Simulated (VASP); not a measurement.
Zr3Si: single point with r2SCAN

Zr3Si:

```
Zr Si
1.0
     6.08527    0.00000    0.00000
    -3.04263    5.27000    0.00000
     0.00000    0.00000    5.39239
Zr Si
6 2
Direct
  0.36726 0.18363 0.75000
  0.81637 0.18363 0.75000
  0.81637 0.63274 0.75000
  0.63274 0.81637 0.25000
  0.18363 0.81637 0.25000
  0.18363 0.36726 0.25000
  0.66667 0.33333 0.25000
  0.33333 0.66667 0.75000
```

This cell differs from its parent crystal: strained.

```yaml
Program: VASP 6.6.1
Task: single point
Functional: r2SCAN
Potentials_or_basis: VASP PAW PBE potentials, release 64 (Zr_sv, Si)
Cutoff: 520 eV
k_mesh: 6 × 6 × 8
Occupations: gaussian, width 0.1 eV
Spin: no spin polarisation
Dipole_correction: no
Further_INCAR_settings: ALGO = Normal; EDIFF = 1e-06; NBANDS = 50
```

```json
{
 "Pressure": "-6.3 GPa",
 "Largest force": "2.142 eV/Å",
 "Band gap on the k mesh": "zero (bands 40 and 41 overlap by 0.18 eV)"
}
```

Forces on the atoms (eV/Å):
```
Zr  -1.855 -1.071  0.000
Zr   1.855 -1.071  0.000
Zr   0.000  2.142  0.000
Zr   1.855  1.071  0.000
Zr  -1.855  1.071  0.000
Zr   0.000 -2.142  0.000
Si   0.000  0.000  0.000
Si   0.000  0.000  0.000
```

Stress tensor (GPa, compression positive):
```
 -1.26   0.00   0.00
  0.00  -1.26   0.00
  0.00   0.00 -16.41
```

Levels at points of the mesh, in eV from the Fermi level:
```tsv
k point	band 36	band 37	band 38	band 39	band 40	band 41	band 42	band 43	band 44	band 45
(0.00, 0.00, 0.00)	-1.76	-1.62	-1.62	-1.09	0.05	0.05	0.25	0.63	0.63	1.57
(0.50, 0.00, 0.00)	-1.03	-0.87	-0.35	-0.26	-0.15	0.01	0.46	1.00	1.26	1.39
(0.00, 0.00, 0.50)	-1.75	-1.74	-1.74	-1.10	-1.10	0.02	0.02	0.02	0.02	2.00
(0.50, 0.00, 0.50)	-1.02	-0.24	-0.24	-0.17	-0.17	0.24	0.24	0.71	0.71	0.99
```

It took 9.2 min on 1 thread of Intel(R) Xeon(R) 6975P-C (Granite Rapids) (shared host), peak memory 0.45 GiB.

Caveat: the cell differs from its parent crystal (strained); the stress differs along the axes, from -16 to -1 GPa; the PAW data sets were made with another functional, which shifts forces and pressure a little.
